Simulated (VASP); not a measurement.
# W (I4/mmm) in VASP: further runs

Runs on W. Level: PBE. Tasks: electric field gradients.

All numbers are computed with VASP 6.6.1; they aren't measurements. Logs are shortened: lines on timing, memory, paths and dates and some standing lists are left out, and cuts for length are marked.

### 1 The cell of the first run

It takes space group I4/mmm (No. 139, tetragonal). Conventional cell: a = 2.785 Å, b = 2.785 Å, c = 4.060 Å, α = 90.00°, β = 90.00°, γ = 90.00°. Within 3.7 Å of W (site symmetry 4/mmm) lie 12 W at 2.78 to 2.83 Å.

### 2 Electric field gradients, PBE (equal xx and yy strain of -3 %)

The input, INCAR:

```
  PREC = Accurate
  ENCUT = 520
  EDIFF = 1E-8
  ISMEAR = -1
  SIGMA = 0.05
  LREAL = F
  LASPH = T
  NELM = 100
  ALGO = Normal
  ISIF = 2
  LWAVE = F
  LCHARG = F
  GGA = PE
  LEFG = T
  NBANDS = 13
```

The input, KPOINTS:

```
regular mesh
0
Gamma
  14 14 14
```

The input, POSCAR:

```
W
1.0
    0.0000000000      1.9691000000      2.0300000000
    1.9691000000      0.0000000000      2.0300000000
    1.9691000000      1.9691000000      0.0000000000
W
1
Direct
    0.0000000000      0.0000000000      0.0000000000
```

Potentials or basis: VASP PAW PBE potentials, release 64 (W_sv).

Command:

```
$ cat potpaw_PBE.64/W_sv/POTCAR > POTCAR
$ mpirun -np 1 vasp_std > vasp.out
```

OUTCAR:

```text
PREC = Accurate
   ENCUT = 520
   EDIFF = 1E-8
   ISMEAR = -1
   LREAL = F
   LASPH = T
   NELM = 100
   ISIF = 2
   GGA = PE

 ion  position               nearest neighbor table
   1  0.000  0.000  0.000-

  LATTYP: Found a body centered tetragonal cell.
 ALAT       =     2.7847279257
 C/A-ratio  =     1.4579521262

  Lattice vectors:

 A1 = (  -1.9691000000,   0.0000000000,   2.0300000000)
 A2 = (   1.9691000000,   0.0000000000,   2.0300000000)
 A3 = (   0.0000000000,   1.9691000000,  -2.0300000000)

Analysis of symmetry for initial positions (statically):
=====================================================================
 Subroutine PRICEL returns:
 Original cell was already a primitive cell.

 Routine SETGRP: Setting up the symmetry group for a
 body centered tetragonal supercell.

 Subroutine GETGRP returns: Found 16 space group operations
 (whereof 16 operations were pure point group operations)
 out of a pool of 16 trial point group operations.

The static configuration has the point symmetry D_4h.

Analysis of symmetry for dynamics (positions and initial velocities):
=====================================================================
 Subroutine PRICEL returns:
 Original cell was already a primitive cell.

 Routine SETGRP: Setting up the symmetry group for a
 body centered tetragonal supercell.

 Subroutine GETGRP returns: Found 16 space group operations
 (whereof 16 operations were pure point group operations)
 out of a pool of 16 trial point group operations.

The dynamic configuration has the point symmetry D_4h.

 Subroutine INISYM returns: Found 16 space group operations
 (whereof 16 operations are pure point group operations),
 and found     1 'primitive' translations

----------------------------------------------------------------------------------------

                                     Primitive cell

  volume of cell :      15.7421

  direct lattice vectors                    reciprocal lattice vectors
     0.000000000  1.969100000  2.030000000    -0.253923112  0.253923112  0.246305419
     1.969100000  0.000000000  2.030000000     0.253923112 -0.253923112  0.246305419
     1.969100000  1.969100000  0.000000000     0.253923112  0.253923112 -0.246305419

  length of vectors
     2.828118599  2.828118599  2.784727926     0.435454077  0.435454077  0.435454077

  position of ions in fractional coordinates (direct lattice)
     0.000000000  0.000000000  0.000000000

  ion indices of the primitive-cell ions
   primitive index   ion index
                 1           1

----------------------------------------------------------------------------------------

 KPOINTS: regular mesh

Automatic generation of k-mesh.
 Grid dimensions read from file:
 generate k-points for:   14   14   14

 Generating k-lattice:

  Cartesian coordinates                     Fractional coordinates (reciprocal lattice)
    -0.018137365  0.018137365  0.017593244     0.071428571  0.000000000  0.000000000
     0.018137365 -0.018137365  0.017593244     0.000000000  0.071428571  0.000000000
     0.018137365  0.018137365 -0.017593244     0.000000000  0.000000000  0.071428571

  Length of vectors
     0.031103863  0.031103863  0.031103863

  Shift w.r.t. Gamma in fractional coordinates (k-lattice)
     0.000000000  0.000000000  0.000000000

 Subroutine IBZKPT returns following result:
 ===========================================

 Found    244 irreducible k-points:

 Following reciprocal coordinates:
            Coordinates               Weight
  0.000000  0.000000  0.000000      1.000000
  0.071429  0.000000  0.000000      8.000000
  0.142857 -0.000000  0.000000      8.000000
  0.214286 -0.000000  0.000000      8.000000
  0.285714  0.000000  0.000000      8.000000
  0.357143 -0.000000  0.000000      8.000000
[... 16 lines left out ...]
  0.214286  0.142857  0.000000      8.000000
  0.285714  0.142857  0.000000      8.000000
 [... further k-points ...]
   k-points           NKPTS =    244   k-points in BZ     NKDIM =    244   number of bands    NBANDS=     13
   number of dos      NEDOS =    301   number of ions     NIONS =      1
   total plane-waves  NPLWV =  13824
   dimension x,y,z NGX =    24 NGY =   24 NGZ =   24
   dimension x,y,z NGXF=    48 NGYF=   48 NGZF=   48
   ions per type =               1
   NGX,Y,Z   is equivalent  to a cutoff of  14.11, 14.11, 14.33 a.u.
   NGXF,Y,Z  is equivalent  to a cutoff of  28.22, 28.22, 28.66 a.u.
 SYSTEM =  unknown system
   PREC   = accura    normal or accurate (medium, high low for compatibility)
   ISTART =      0    job   : 0-new  1-cont  2-samecut
   ICHARG =      2    charge: 1-file 2-atom 10-const
   ISPIN  =      1    spin polarized calculation?
   LNONCOLLINEAR =      F non collinear calculations
   LSORBIT =      F    spin-orbit coupling
   LASPH  =      T    aspherical Exc in radial PAW
   ENCUT  =  520.0 eV  38.22 Ry    6.18 a.u.   5.26  5.26  5.18*2*pi/ulx,y,z
   NELM   =    100;   NELMIN=  2; NELMDL= -5     # of ELM steps
   EDIFF  = 0.1E-07   stopping-criterion for ELM
   LREAL  =      F    real-space projection
   EDIFFG = 0.1E-06   stopping-criterion for IOM
   NSW    =      0    number of steps for IOM
   IBRION =     -1    ionic relax: 0-MD 1-quasi-New 2-CG
   NFREE  =      0    steps in history (QN), initial steepest desc. (CG)
   ISIF   =      2    stress and relaxation
   ISYM   =      2    0-nonsym 1-usesym 2-fastsym
   POTIM  = 0.5000    time-step for ionic-motion
   TEBEG  =    0.0;   TEEND  =   0.0 temperature during run
   PSTRESS=    0.0 pullay stress
   NELECT =      14.0000    total number of electrons
   NUPDOWN=      -1.0000    fix difference up-down
   EMIN   =  10.00;   EMAX   =-10.00  energy-range for DOS
   EFERMI =   0.00;   METHOD = LEGACY
   ISMEAR =    -1;   SIGMA  =   0.05  broadening in eV -4-tet -1-fermi 0-gaus
   EFERMI_NEDOS =   21; number of points for ismear=-14 and -15
   IALGO  =     38    algorithm
   IMIX   =      4    mixing-type and parameters
     AMIX     =   0.40;   BMIX     =  1.00
     AMIX_MAG =   1.60;   BMIX_MAG =  1.00
  volume/ion in A,a.u.               =      15.74       106.23
  Fermi-wavevector in a.u.,A,eV,Ry     =   1.574334  2.975061 33.722431  2.478529
  Thomas-Fermi vector in A             =   2.675484
   LORBIT       =      0    0 simple, 1 ext, 2 COOP (PROOUT), +10 PAW based schemes
   GGA     = PE    functional components
   LHFCALC =     F    Hartree Fock is set to
   AEXX    =    0.0000 exact exchange contribution
   IVDW    =     0    specifies the selected vdW correction
   LEPSILON=     F    determine dielectric tensor
   LRPA    =     F    only Hartree local field effects (RPA)
 non-spin polarized calculation
  energy-cutoff  :      520.00
  volume of cell :       15.74
 maximum number of plane-waves:       436
 NGX is ok and might be reduce to    24
   NGX = 11   NGY = 11   NGZ = 11

 number of electron      13.9999998 magnetization

 Free energy of the ion-electron system (eV)
  ---------------------------------------------------
  ext. energy  EPLUGINS =         0.00000000
  ---------------------------------------------------
  free energy    TOTEN  =       -12.45485654 eV

  energy without entropy =      -12.44556016  energy(sigma->0) =      -12.45020835

 E-fermi :  11.0872     XC(G=0): -13.6695

 val. band max:       11.0861905866   @ k =  -0.2857   0.0714   0.0000
 cond. band min:      11.0917886989   @ k =   0.3571   0.0714   0.0000
 fundamental gap:      0.0055981123
 Fermi energy:        11.0872066899

 k-point     1 :       0.0000    0.0000    0.0000
  band No.  band energies     occupation
      1     -62.5271      2.00000
      2     -26.1217      2.00000
      3     -26.0887      2.00000
      4     -26.0887      2.00000
      5       1.8626      2.00000
      6      10.1805      2.00000
      7      10.6094      1.99986
      8      10.6094      1.99986
      9      13.4377      0.00000
     10      14.0936      0.00000
     11      23.9221      0.00000
     12      28.6485      0.00000
     13      29.6936      0.00000

 k-point     2 :       0.0714    0.0000    0.0000
  band No.  band energies     occupation
      1     -62.5209      2.00000
      2     -26.1735      2.00000
      3     -26.1176      2.00000
      4     -26.0962      2.00000
      5       2.0979      2.00000
      6      10.1591      2.00000
      7      10.5543      1.99995
      8      10.7199      1.99871
      9      13.3520      0.00000
     10      13.9744      0.00000
     11      24.3951      0.00000
     12      28.2755      0.00000
     13      29.5277      0.00000

 k-point     3 :       0.1429   -0.0000    0.0000
  band No.  band energies     occupation
      1     -62.5031      2.00000
      2     -26.3644      2.00000
      3     -26.1495      2.00000
      4     -26.1169      2.00000
      5       2.7578      2.00000
      6       9.8383      2.00000
      7      10.6848      1.99936
      8      10.9845      1.77291
      9      13.2333      0.00000
     10      13.7421      0.00000
     11      25.4646      0.00000
     12      26.9943      0.00000
     13      30.6378      0.00000
[... 305 lines left out ...]
 k-point    23 :       0.2143    0.1429    0.0000
  band No.  band energies     occupation
      1     -62.4790      2.00000
      2     -26.5385      2.00000
      3     -26.2147      2.00000
      4     -26.2126      2.00000
      5       3.7178      2.00000
      6       8.8064      2.00000
      7      11.1373      0.53687
      8      11.7323      0.00000
      9      12.2097      0.00000
     10      14.6413      0.00000
     11      27.2016      0.00000
     12      27.7533      0.00000
     13      30.8689      0.00000

 k-point    24 :       0.2857    0.1429    0.0000
  band No.  band energies     occupation
      1     -62.4545      2.00000
      2     -26.7661      2.00000
      3     -26.2711      2.00000
      4     -26.2512      2.00000
      5       4.6298      2.00000
      6       8.5879      2.00000
      7      10.4374      2.00000
      8      11.8979      0.00000
      9      13.1650      0.00000
     10      15.0032      0.00000
     11      26.0746      0.00000
     12      28.9609      0.00000
     13      31.6019      0.00000

 [... further k-points ...]

------------------------ aborting loop because EDIFF is reached ----------------------------------------

  FORCE on cell =-STRESS in cart. coord.  units (eV):
  Direction    XX          YY          ZZ          XY          YZ          ZX
  --------------------------------------------------------------------------------------
  -------------------------------------------------------------------------------------
  Total        1.1357927      1.1357927      1.9592316      0.0000000     -0.0000000      0.0000000
  in kB      115.5973994    115.5973994    199.4044171      0.0000000     -0.0000000      0.0000000
  external PRESSURE =     143.5330719 kB  Pullay stress =       0.0000000 kB

 VOLUME and BASIS-vectors are now :
 -----------------------------------------------------------------------------
  energy-cutoff  :      520.00
  volume of cell :       15.74
      direct lattice vectors                 reciprocal lattice vectors
     0.000000000  1.969100000  2.030000000    -0.253923112  0.253923112  0.246305419
     1.969100000  0.000000000  2.030000000     0.253923112 -0.253923112  0.246305419
     1.969100000  1.969100000  0.000000000     0.253923112  0.253923112 -0.246305419

 POSITION                                       TOTAL-FORCE (eV/Angst)
 -----------------------------------------------------------------------------------
      0.00000      0.00000      0.00000        -0.000000      0.000000      0.000000
 -----------------------------------------------------------------------------------
    total drift:                                0.000000      0.000000     -0.000000

  FREE ENERGIE OF THE ION-ELECTRON SYSTEM (eV)
  ---------------------------------------------------
  free  energy   TOTEN  =       -12.4548565417 eV

  energy  without entropy=      -12.4455601564  energy(sigma->0) =      -12.45020835

 Electric field gradients (V/A^2)
---------------------------------------------------------------------
 ion       V_xx      V_yy      V_zz      V_xy      V_xz      V_yz
---------------------------------------------------------------------
   1      12.450    12.450   -24.900     0.000    -0.000    -0.000
---------------------------------------------------------------------

 Electric field gradients after diagonalization (V/A^2)
 (convention: |V_zz| > |V_xx| > |V_yy|)
----------------------------------------------------------------------
 ion       V_xx      V_yy      V_zz     asymmetry (V_yy - V_xx)/ V_zz
----------------------------------------------------------------------
   1      12.450    12.449   -24.900       0.000
----------------------------------------------------------------------

           NMR quadrupolar parameters

 Cq : quadrupolar parameter    Cq=e*Q*V_zz/h
 eta: asymmetry parameters     (V_yy - V_xx)/ V_zz
 Q  : nuclear electric quadrupole moment in mb (millibarn)
----------------------------------------------------------------------
 ion       Cq(MHz)       eta       Q (mb)
----------------------------------------------------------------------
   1      -0.060       0.000       1.000
----------------------------------------------------------------------
```

It took 15 s on 1 thread of Intel Xeon 6975P-C (Granite Rapids), shared host; peak memory 0.17 GiB.

What came out:

* Free energy: -12.4549 eV
* Pressure: 14.4 GPa
* Band gap on the k mesh: zero (band 7 reaches 14.57 eV, above the bottom of band 8 at 10.61 eV)

Stress tensor (GPa, compression positive):
```
11.56  0.00  0.00
 0.00 11.56  0.00
 0.00  0.00 19.94
```

Electric field gradients, principal values (V/Å²):
```
atom   least  middle  greatest (by size)
 1 W  12.449  12.450             -24.900
```

Caveat: the cell differs from its parent crystal (equal xx and yy strain of -3 %); without QUAD_EFG the Cq values of the log hold for a quadrupole moment of 1 mb, not for the nuclei; spin-orbit coupling is left out, which moves the levels of the heavy elements.

### 3 Electric field gradients, PBE (equal xx and yy strain of -3 %)

The input, INCAR:

```
SYSTEM = W
PREC = Accurate ; ENCUT = 520
EDIFF = 1E-8 ; ISMEAR = -1
SIGMA = 0.05 ; LREAL = .False.
LASPH = .True. ; NELM = 80
ALGO = Normal ; ISIF = 2
LWAVE = .False. ; LCHARG = .False.
GGA = PE ; LEFG = .True.
NBANDS = 13
```

The input, KPOINTS:

```
Automatic mesh
0
Gamma
  14 14 14
  0 0 0
```

POSCAR is that of step 2.

Potentials or basis: VASP PAW PBE potentials, release 64 (W_sv).

Command:

```
$ cat potpaw_PBE.64/W_sv/POTCAR > POTCAR
$ mpirun -np 1 vasp_std > vasp.out
```

OUTCAR:

```text
SYSTEM = W
   PREC = Accurate
   ENCUT = 520
   EDIFF = 1E-8
   ISMEAR = -1
   LREAL = .False.
   LASPH = .True.
   NELM = 80
   ISIF = 2
   GGA = PE

 ion  position               nearest neighbor table
   1  0.000  0.000  0.000-

  LATTYP: Found a body centered tetragonal cell.
 ALAT       =     2.7847279257
 C/A-ratio  =     1.4579521262

  Lattice vectors:

[... 591 lines left out ...]
 -----------------------------------------------------------------------------------
    total drift:                                0.000000      0.000000     -0.000000

  FREE ENERGIE OF THE ION-ELECTRON SYSTEM (eV)
  ---------------------------------------------------
  free  energy   TOTEN  =       -12.4548565417 eV

  energy  without entropy=      -12.4455601564  energy(sigma->0) =      -12.45020835

 Electric field gradients (V/A^2)
---------------------------------------------------------------------
 ion       V_xx      V_yy      V_zz      V_xy      V_xz      V_yz
---------------------------------------------------------------------
   1      12.450    12.450   -24.900     0.000    -0.000    -0.000
---------------------------------------------------------------------

 Electric field gradients after diagonalization (V/A^2)
 (convention: |V_zz| > |V_xx| > |V_yy|)
----------------------------------------------------------------------
 ion       V_xx      V_yy      V_zz     asymmetry (V_yy - V_xx)/ V_zz
----------------------------------------------------------------------
   1      12.450    12.449   -24.900       0.000
----------------------------------------------------------------------

           NMR quadrupolar parameters

 Cq : quadrupolar parameter    Cq=e*Q*V_zz/h
 eta: asymmetry parameters     (V_yy - V_xx)/ V_zz
 Q  : nuclear electric quadrupole moment in mb (millibarn)
----------------------------------------------------------------------
 ion       Cq(MHz)       eta       Q (mb)
----------------------------------------------------------------------
   1      -0.060       0.000       1.000
----------------------------------------------------------------------
```

It took 15 s on 1 thread of Intel Xeon 6975P-C (Granite Rapids), shared host; peak memory 0.17 GiB.

What came out:

* Free energy: -12.4549 eV
* Pressure: 14.4 GPa
* Band gap on the k mesh: zero (band 7 reaches 14.57 eV, above the bottom of band 8 at 10.61 eV)

Stress tensor (GPa, compression positive):
```
11.56  0.00  0.00
 0.00 11.56  0.00
 0.00  0.00 19.94
```

Levels at points of the mesh, in eV from the Fermi level:
```tsv
k point	band 4	band 5	band 6	band 7	band 8	band 9	band 10	band 11
(0.00, 0.00, 0.00)	-37.18	-9.22	-0.91	-0.48	-0.48	2.35	3.01	12.83
(0.50, 0.00, 0.00)	-37.32	-5.85	-1.11	-0.63	0.75	5.19	5.45	10.92
(0.50, 0.50, 0.00)	-37.61	-5.82	-4.75	2.86	5.34	6.08	6.08	12.41
(0.50, 0.00, 0.50)	-37.66	-5.79	-4.82	3.49	5.24	5.85	6.37	11.68
```

Electric field gradients, principal values (V/Å²):
| atom | least | middle | greatest (by size) |
| --- | --- | --- | --- |
| 1 W | 12.449 | 12.450 | -24.900 |

Caveat: the cell differs from its parent crystal (equal xx and yy strain of -3 %); without QUAD_EFG the Cq values of the log hold for a quadrupole moment of 1 mb, not for the nuclei; spin-orbit coupling is left out, which moves the levels of the heavy elements.

(Continued in part 2 of 3.)
